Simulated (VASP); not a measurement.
# ZrC4 (P6/mmm) in VASP: a series of runs

ZrC4 is run at these levels: PBE; tasks: relaxation of cell and atoms, single point.

Program: VASP 6.6.1. These are calculated values, not measurements. Logs are shortened: lines on timing, memory, paths and dates and some standing lists are left out, and cuts for length are marked.

### Step 1. The cell of the first run

It takes space group P6/mmm (No. 191, hexagonal). Conventional cell: a = 3.592 Å, b = 3.592 Å, c = 7.315 Å, α = 90.00°, β = 90.00°, γ = 120.00°. Within 3.2 Å of Zr (site symmetry 6/mmm) lie 12 C at 2.43 Å. C (site symmetry 3m) has 4 C at 2.07 to 2.54 Å and 3 Zr at 2.43 Å within 2.7 Å.

### Step 2. Relaxation of cell and atoms, PBE

INCAR

```
ALGO     = Normal         # electronic algorithm
EDIFF    = 1E-6           # SCF threshold, eV
EDIFFG   = -0.04          # ionic threshold
ENCUT    = 600            # plane-wave cutoff, eV
GGA      = PE             # functional
IBRION   = 2              # ionic algorithm
ISIF     = 3              # what is computed and relaxed
ISMEAR   = 0              # smearing method
LASPH    = T              # aspherical terms in the spheres
LCHARG   = F              # write CHGCAR
LREAL    = F              # projectors in reciprocal space
LWAVE    = F              # write WAVECAR
NELM     = 100            # most SCF steps
NSW      = 90             # ionic steps
PREC     = Accurate       # precision mode
SIGMA    = 0.1            # smearing width, eV
```

KPOINTS

```
k-points
0
Gamma
  6 6 4
```

POSCAR

```
ZrC4
1.0
    3.5923909800      0.0000000000      0.0000000000
   -1.7961954900      3.1111018500      0.0000000000
    0.0000000000      0.0000000000      7.3145839400
Zr C
1 4
Direct
    0.0000000000      0.0000000000      0.5000000000
    0.3333333300      0.6666666700      0.6737985200
    0.3333333300      0.6666666700      0.3262014800
    0.6666666700      0.3333333300      0.3262014800
    0.6666666700      0.3333333300      0.6737985200
```

Potentials or basis: VASP PAW PBE potentials, release 64 (Zr_sv, C).

The run is started by

```console
cat potpaw_PBE.64/Zr_sv/POTCAR potpaw_PBE.64/C/POTCAR > POTCAR
mpirun -np 1 vasp_std > vasp.out
```

OUTCAR:

```text
EDIFF = 1E-6
   EDIFFG = -0.04
   ENCUT = 600
   GGA = PE
   IBRION = 2
   ISIF = 3
   ISMEAR = 0
   LASPH = T
   LREAL = F
   NELM = 100
   NSW = 90
   PREC = Accurate

 ion  position               nearest neighbor table
   1  0.000  0.000  0.500-   2 2.43   3 2.43   4 2.43   5 2.43   4 2.43   5 2.43   2 2.43   3 2.43
                             4 2.43   5 2.43   2 2.43   3 2.43
   2  0.333  0.667  0.674-   1 2.43   1 2.43   1 2.43
   3  0.333  0.667  0.326-   1 2.43   1 2.43   1 2.43
   4  0.667  0.333  0.326-   1 2.43   1 2.43   1 2.43
   5  0.667  0.333  0.674-   1 2.43   1 2.43   1 2.43

  LATTYP: Found a hexagonal cell.
 ALAT       =     3.5923909800
 C/A-ratio  =     2.0361324758

  Lattice vectors:

 A1 = (   3.5923909800,   0.0000000000,   0.0000000000)
 A2 = (  -1.7961954900,   3.1111018500,   0.0000000000)
 A3 = (   0.0000000000,   0.0000000000,   7.3145839400)

Analysis of symmetry for initial positions (statically):
=====================================================================
 Subroutine PRICEL returns:
 Original cell was already a primitive cell.

 Routine SETGRP: Setting up the symmetry group for a
 hexagonal supercell.

 Subroutine GETGRP returns: Found 24 space group operations
 (whereof 24 operations were pure point group operations)
 out of a pool of 24 trial point group operations.

The static configuration has the point symmetry D_6h.

Analysis of symmetry for dynamics (positions and initial velocities):
=====================================================================
 Subroutine PRICEL returns:
 Original cell was already a primitive cell.

 Routine SETGRP: Setting up the symmetry group for a
 hexagonal supercell.

 Subroutine GETGRP returns: Found 24 space group operations
 (whereof 24 operations were pure point group operations)
 out of a pool of 24 trial point group operations.

The dynamic configuration has the point symmetry D_6h.

 Subroutine INISYM returns: Found 24 space group operations
 (whereof 24 operations are pure point group operations),
 and found     1 'primitive' translations

----------------------------------------------------------------------------------------

                                     Primitive cell

  volume of cell :      81.7499

  direct lattice vectors                    reciprocal lattice vectors
     3.592390980  0.000000000  0.000000000     0.278366137  0.160714764  0.000000000
    -1.796195490  3.111101850  0.000000000     0.000000000  0.321429528  0.000000000
     0.000000000  0.000000000  7.314583940     0.000000000  0.000000000  0.136713176

  length of vectors
     3.592390980  3.592390981  7.314583940     0.321429528  0.321429528  0.136713176

  position of ions in fractional coordinates (direct lattice)
     0.000000000  0.000000000  0.500000000
     0.333333330  0.666666670  0.673798520
     0.333333330  0.666666670  0.326201480
     0.666666670  0.333333330  0.326201480
     0.666666670  0.333333330  0.673798520

  ion indices of the primitive-cell ions
   primitive index   ion index
                 1           1
                 2           2
                 3           3
                 4           4
                 5           5

----------------------------------------------------------------------------------------

 KPOINTS: k-points

Automatic generation of k-mesh.
 Grid dimensions read from file:
 generate k-points for:    6    6    4

 Generating k-lattice:

  Cartesian coordinates                     Fractional coordinates (reciprocal lattice)
     0.046394356  0.026785794  0.000000000     0.166666667  0.000000000  0.000000000
     0.000000000  0.053571588  0.000000000     0.000000000  0.166666667  0.000000000
     0.000000000  0.000000000  0.034178294     0.000000000  0.000000000  0.250000000

  Length of vectors
     0.053571588  0.053571588  0.034178294

  Shift w.r.t. Gamma in fractional coordinates (k-lattice)
     0.000000000  0.000000000  0.000000000

 Subroutine IBZKPT returns following result:
 ===========================================

 Found     21 irreducible k-points:

 Following reciprocal coordinates:
            Coordinates               Weight
  0.000000  0.000000  0.000000      1.000000
  0.166667  0.000000  0.000000      6.000000
  0.333333  0.000000  0.000000      6.000000
  0.500000  0.000000  0.000000      3.000000
  0.166667  0.166667  0.000000      6.000000
  0.333333  0.166667  0.000000     12.000000
[... 13 lines left out ...]
  0.333333  0.166667  0.500000     12.000000
  0.333333  0.333333  0.500000      2.000000
   k-points           NKPTS =     21   k-points in BZ     NKDIM =     21   number of bands    NBANDS=     18
   number of dos      NEDOS =    301   number of ions     NIONS =      5
   total plane-waves  NPLWV =  54000
   dimension x,y,z NGX =    30 NGY =   30 NGZ =   60
   dimension x,y,z NGXF=    60 NGYF=   60 NGZF=  120
   ions per type =               1   4
   NGX,Y,Z   is equivalent  to a cutoff of  13.88, 13.88, 13.64 a.u.
   NGXF,Y,Z  is equivalent  to a cutoff of  27.77, 27.77, 27.27 a.u.
 SYSTEM =  unknown system
   PREC   = accura    normal or accurate (medium, high low for compatibility)
   ISTART =      0    job   : 0-new  1-cont  2-samecut
   ICHARG =      2    charge: 1-file 2-atom 10-const
   ISPIN  =      1    spin polarized calculation?
   LNONCOLLINEAR =      F non collinear calculations
   LSORBIT =      F    spin-orbit coupling
   LASPH  =      T    aspherical Exc in radial PAW
   ENCUT  =  600.0 eV  44.10 Ry    6.64 a.u.   7.17  7.17 14.61*2*pi/ulx,y,z
   NELM   =    100;   NELMIN=  2; NELMDL= -5     # of ELM steps
   EDIFF  = 0.1E-05   stopping-criterion for ELM
   LREAL  =      F    real-space projection
   EDIFFG = -.4E-01   stopping-criterion for IOM
   NSW    =     90    number of steps for IOM
   IBRION =      2    ionic relax: 0-MD 1-quasi-New 2-CG
   NFREE  =      1    steps in history (QN), initial steepest desc. (CG)
   ISIF   =      3    stress and relaxation
   ISYM   =      2    0-nonsym 1-usesym 2-fastsym
   POTIM  = 0.5000    time-step for ionic-motion
   TEBEG  =    0.0;   TEEND  =   0.0 temperature during run
   PSTRESS=    0.0 pullay stress
   NELECT =      28.0000    total number of electrons
   NUPDOWN=      -1.0000    fix difference up-down
   EMIN   =  10.00;   EMAX   =-10.00  energy-range for DOS
   EFERMI =   0.00;   METHOD = LEGACY
   ISMEAR =     0;   SIGMA  =   0.10  broadening in eV -4-tet -1-fermi 0-gaus
   EFERMI_NEDOS =   21; number of points for ismear=-14 and -15
   IALGO  =     38    algorithm
   IMIX   =      4    mixing-type and parameters
     AMIX     =   0.40;   BMIX     =  1.00
     AMIX_MAG =   1.60;   BMIX_MAG =  1.00
  volume/ion in A,a.u.               =      16.35       110.34
  Fermi-wavevector in a.u.,A,eV,Ry     =   1.145421  2.164531 17.850688  1.311989
  Thomas-Fermi vector in A             =   2.282109
   LORBIT       =      0    0 simple, 1 ext, 2 COOP (PROOUT), +10 PAW based schemes
   GGA     = PE    functional components
   LHFCALC =     F    Hartree Fock is set to
   AEXX    =    0.0000 exact exchange contribution
   IVDW    =     0    specifies the selected vdW correction
   LEPSILON=     F    determine dielectric tensor
   LRPA    =     F    only Hartree local field effects (RPA)
 conjugate gradient relaxation of ions
 non-spin polarized calculation
 Gauss-broadening in eV      SIGMA  =   0.10
  energy-cutoff  :      600.00
  volume of cell :       81.75
 maximum number of plane-waves:      2772
 NGX is ok and might be reduce to    30
   NGX = 15   NGY = 15   NGZ = 29

--------------------------------------- Ionic step        1  -------------------------------------------

 number of electron      28.0000000 magnetization

 Free energy of the ion-electron system (eV)
  ---------------------------------------------------
  ext. energy  EPLUGINS =         0.00000000
  ---------------------------------------------------
  free energy    TOTEN  =       -32.69325342 eV

  energy without entropy =      -32.65290105  energy(sigma->0) =      -32.67307723

 E-fermi :   2.8476     XC(G=0):  -8.7384

 val. band max:        2.8310950177   @ k =   0.3333   0.1667   0.5000
 cond. band min:       2.8638408419   @ k =   0.3333   0.1667   0.2500
 fundamental gap:      0.0327458242
 Fermi energy:         2.8475680506

 k-point     1 :       0.0000    0.0000    0.0000
  band No.  band energies     occupation
      1     -46.6084      2.00000
      2     -24.7724      2.00000
      3     -24.5702      2.00000
      4     -24.5702      2.00000
      5     -11.4751      2.00000
      6      -9.2693      2.00000
[... 540 lines left out ...]
  FREE ENERGIE OF THE ION-ELECTRON SYSTEM (eV)
  ---------------------------------------------------
  free  energy   TOTEN  =       -24.3000665969 eV

  energy  without entropy=      -24.2784779158  energy(sigma->0) =      -24.28927226

 E-fermi :   7.7502     XC(G=0):  -9.9908

 val. band max:        7.7309628613   @ k =   0.3333   0.0000   0.5000
 cond. band min:       7.7609002432   @ k =   0.3333   0.0000   0.2500
 fundamental gap:      0.0299373819
 Fermi energy:         7.7502275282

 k-point     1 :       0.0000    0.0000    0.0000
  band No.  band energies     occupation
      1     -41.9073      2.00000
      2     -20.5740      2.00000
      3     -17.9215      2.00000
      4     -17.9215      2.00000
      5     -12.7786      2.00000
      6     -12.1299      2.00000
[... 418 lines left out ...]
      5      -6.8911      2.00000
      6      -6.8911      2.00000
[... 10 lines left out ...]
     17      10.2033      0.00000
     18      10.8816      0.00000

 E-fermi :   9.3549     XC(G=0): -11.0997

 val. band max:        9.2779015766   @ k =   0.3333   0.0000   0.5000
 cond. band min:       9.3798298293   @ k =   0.3333   0.1667   0.0000
 fundamental gap:      0.1019282527
 Fermi energy:         9.3548771603

 k-point     1 :       0.0000    0.0000    0.0000
  band No.  band energies     occupation
      1     -40.3414      2.00000
      2     -19.0512      2.00000
      3     -16.4152      2.00000
      4     -16.4152      2.00000
      5     -11.1783      2.00000
      6     -10.4361      2.00000
[... 418 lines left out ...]
      5      -5.3591      2.00000
      6      -5.3591      2.00000
[... 10 lines left out ...]
     17      11.8696      0.00000
     18      12.6365      0.00000

[... ionic steps 4 to 37 ...]

--------------------------------------- Ionic step       38  -------------------------------------------

 number of electron      28.0000001 magnetization

------------------------ aborting loop because EDIFF is reached ----------------------------------------
[... 73 lines left out ...]
--------------------------------------- Ionic step       40  -------------------------------------------

 number of electron      28.0000000 magnetization

 Free energy of the ion-electron system (eV)
  ---------------------------------------------------
  ext. energy  EPLUGINS =         0.00000000
  ---------------------------------------------------
  free energy    TOTEN  =       -42.67466102 eV

  energy without entropy =      -42.66650464  energy(sigma->0) =      -42.67058283

 E-fermi :  10.2431     XC(G=0): -11.7511

 val. band max:       10.2127855648   @ k =   0.3333   0.1667   0.0000
 cond. band min:      10.3149938401   @ k =   0.3333   0.0000   0.2500
 fundamental gap:      0.1022082753
 Fermi energy:        10.2431188525

 k-point     1 :       0.0000    0.0000    0.0000
  band No.  band energies     occupation
      1     -39.3634      2.00000
      2     -18.0543      2.00000
      3     -15.4306      2.00000
      4     -15.4306      2.00000
      5     -10.2337      2.00000
      6      -9.4517      2.00000
[... 462 lines left out ...]
  FREE ENERGIE OF THE ION-ELECTRON SYSTEM (eV)
  ---------------------------------------------------
  free  energy   TOTEN  =       -42.6746610196 eV

  energy  without entropy=      -42.6665046409  energy(sigma->0) =      -42.67058283

 reached required accuracy - stopping structural energy minimisation
```

Wall time 21 min (1 thread of Intel Xeon Platinum 8259CL at 2.50GHz (Skylake/Cascade Lake), shared host); peak memory 0.25 GiB.

What came out:

| Quantity | Value |
| --- | --- |
| Free energy | -42.6747 eV |
| Relaxed volume | 9.33 Å³/atom |
| Relaxed cell | a = 2.653 Å, b = 2.653 Å, c = 7.654 Å, α = 90.00°, β = 90.00°, γ = 120.00° |
| Space group after relaxing (to 0.05 Å) | P6/mmm (No. 191) |
| Energy gained by relaxing | 1996.3 meV/atom |
| Ionic steps | 40 |
| Pressure after relaxing | 0.6 GPa |
| Largest force after relaxing | 0.010 eV/Å |
| Band gap on the k mesh | zero (band 14 reaches 10.93 eV, above the bottom of band 15 at 9.39 eV) |

Forces in eV/Å, atoms in the order of the input:
```
Zr   0.000  0.000  0.000
C    0.000  0.000  0.010
C    0.000  0.000 -0.010
C    0.000  0.000 -0.010
C    0.000  0.000  0.010
```

The path:
| step | energy change (eV) | largest force (eV/Å) | pressure (GPa) | volume (Å³) |
| --- | --- | --- | --- | --- |
| 1 | 0.0000 | 1.2370 | -9.47 | 81.75 |
| 2 | -2.9877 | 1.8292 | -5.05 | 70.20 |
| 3 | 8.3932 | 4.2223 | 317.56 | 36.57 |
| 4 | -4.5269 | 2.1152 | -5.32 | 65.06 |
| 5 | -7.6240 | 3.4269 | 49.20 | 50.43 |
| 6 | -8.1298 | 2.5450 | 52.48 | 50.09 |
| 7 | -8.1765 | 1.9178 | 58.17 | 49.72 |
| 8 | -8.9678 | 1.3592 | 39.38 | 52.08 |
| 9 | -9.8697 | 0.3629 | 5.78 | 58.17 |
| 10 | -9.9049 | 0.2011 | 0.29 | 59.56 |
| 11 | -9.9059 | 0.1706 | -0.74 | 59.84 |
| 12 | -9.9088 | 0.1548 | -0.60 | 59.84 |
| 13 | -9.9145 | 0.1087 | -0.14 | 59.84 |
| 14 | -9.9117 | 0.0221 | 0.85 | 59.83 |
| 15 | -9.9156 | 0.0770 | 0.20 | 59.84 |
| 16 | -9.9162 | 0.0692 | -0.02 | 59.87 |
| 17 | -9.9171 | 0.0455 | -0.75 | 59.99 |
| 18 | -9.9172 | 0.0359 | -1.06 | 60.04 |
| 19 | -9.9176 | 0.0348 | -1.08 | 60.01 |
| 20 | -9.9186 | 0.0320 | -1.01 | 59.93 |
| 21 | -9.9206 | 0.0257 | -0.89 | 59.76 |
| 22 | -9.9241 | 0.0140 | -0.67 | 59.44 |
| 23 | -9.9296 | 0.0083 | -0.19 | 58.79 |
| 24 | -9.9343 | 0.0488 | 0.79 | 57.50 |
| 25 | -9.9355 | 0.0503 | 0.67 | 57.42 |
| 26 | -9.9389 | 0.0543 | 0.31 | 57.21 |
| 27 | -9.9443 | 0.0613 | -0.41 | 56.77 |
| 28 | -9.9508 | 0.0718 | -1.84 | 55.89 |
| 29 | -9.9519 | 0.0756 | -2.50 | 55.49 |
| 30 | -9.9564 | 0.0582 | -1.99 | 54.86 |
| 31 | -9.9641 | 0.0120 | -0.69 | 53.39 |
| 32 | -9.9667 | 0.1025 | 2.36 | 50.47 |
| 33 | -9.9676 | 0.0763 | 1.64 | 51.12 |
| 34 | -9.9708 | 0.0833 | 1.14 | 50.22 |
| 35 | -9.9715 | 0.1284 | 0.02 | 47.46 |
| 36 | -9.9734 | 0.1075 | -0.10 | 46.71 |
| 37 | -9.9734 | 0.0955 | -0.15 | 46.32 |
| 38 | -9.9766 | 0.0804 | 0.36 | 46.35 |
| 39 | -9.9797 | 0.0436 | 1.65 | 46.41 |
| 40 | -9.9814 | 0.0099 | 0.59 | 46.66 |

Final structure:
```
Zr C
1.0
     2.65330    0.00000    0.00000
    -1.32665    2.29783    0.00000
     0.00000    0.00000    7.65392
Zr C
1 4
Direct
  0.00000 0.00000 0.50000
  0.33333 0.66667 0.77278
  0.33333 0.66667 0.22722
  0.66667 0.33333 0.22722
  0.66667 0.33333 0.77278
```

Caveat: the volume moved by over 15 % at a fixed basis, so the end points are rough; this functional lacks dispersion, which binds the layers, so the pressure and a relaxed spacing across them are unreliable.

(Part 1 of 2 ends here.)
